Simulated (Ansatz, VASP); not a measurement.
**Co in VASP and in Ansatz**

```
CELL_PARAMETERS angstrom
2.32282 0.00000 0.00000
0.00000 2.32282 0.00000
0.00000 0.00000 2.32282
ATOMIC_POSITIONS crystal
Co 0.00000 0.00000 0.00000
```

Alike in both runs: functional r2SCAN; k mesh 8 × 8 × 8; occupations gaussian, width 0.1 eV; collinear spin.

Ansatz relaxed the structure, and its values are those at the end. VASP's run is a single point on that final structure, the one shown.

```csv
,VASP,Ansatz
version,VASP 6.6.1,Ansatz 0.2.0
potentials or method,"VASP PAW PBE potentials, release 64 (Co), cutoff 520 eV","scalar-relativistic, plane waves, PAW"
valence electrons in the cell,9,17
```

|  | VASP | Ansatz | Ansatz less VASP |
| --- | --- | --- | --- |
| gap on the k mesh at the Fermi level (eV) | none | none | - |
| pressure (GPa) | 0.0 | 0.1 | +0.08 |
| net moment per atom (μB) | 2.04 | 2.04 | 0.000 |
| size of the moment on the site where the two differ most (μB) | 2.08 | 2.10 | +0.020 |

VASP's potentials were made for PBE, not for r2SCAN. Site moments also hang on the region over which each program counts them. A gap of «none» marks a metal or a gap that the smearing closes. VASP's potentials hold 9 valence electrons a cell and Ansatz's 17, so a difference there can come from the potentials and not from the codes.
